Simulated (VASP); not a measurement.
Set up this calculation in VASP 6.6.1, as the native input.

| Quantity | Value |
| --- | --- |
| Task | single point |
| Functional | revPBE |
| Potentials or basis | VASP PAW PBE potentials, release 64 (W_sv) |
| Cutoff | 520 eV |
| k mesh | 15 × 15 × 15 |
| Occupations | fermi-dirac, width 0.1 eV |
| Spin | no spin polarisation |
| Dipole correction | no |
| Further INCAR settings | ALGO = Normal; EDIFF = 1e-06; NBANDS = 13 |

The structure of W lies in POSCAR:

```
W
1.0
    0.0000000000      2.0778254414      2.0778254414
    2.0778254414      0.0000000000      2.0778254414
    2.0778254414      2.0778254414      0.0000000000
W
1
Direct
    0.0000000000      0.0000000000      0.0000000000
```

This cell differs from its parent crystal: volume scaled by 1.08.

One way to write it, as run:

INCAR

```
  PREC = Accurate
  ENCUT = 520
  EDIFF = 1E-6
  ISMEAR = -1
  SIGMA = 0.1
  LREAL = F
  LASPH = T
  NELM = 80
  ALGO = Normal
  ISIF = 2
  LWAVE = F
  LCHARG = F
  GGA = RE
  NBANDS = 13
```

KPOINTS

```
regular mesh
0
Gamma
  15 15 15
```

Potentials or basis: VASP PAW PBE potentials, release 64 (W_sv).

Launch:

```sh
$ cat potpaw_PBE.64/W_sv/POTCAR > POTCAR
$ mpirun -np 1 vasp_std > vasp.out
```

Results of the run:

```yaml
Pressure: -18.0 GPa
Band_gap_on_the_k_mesh: zero (band 7 reaches 11.76 eV, above the bottom of band 8 at 8.91 eV)
```

Caveat: the PAW data sets were made with another functional, which shifts forces and pressure a little; spin-orbit coupling is left out, which moves the levels of the heavy elements.

Wall time 34 s on 1 thread of Intel Xeon 8259CL, with other jobs on the host, peak memory 0.16 GiB.
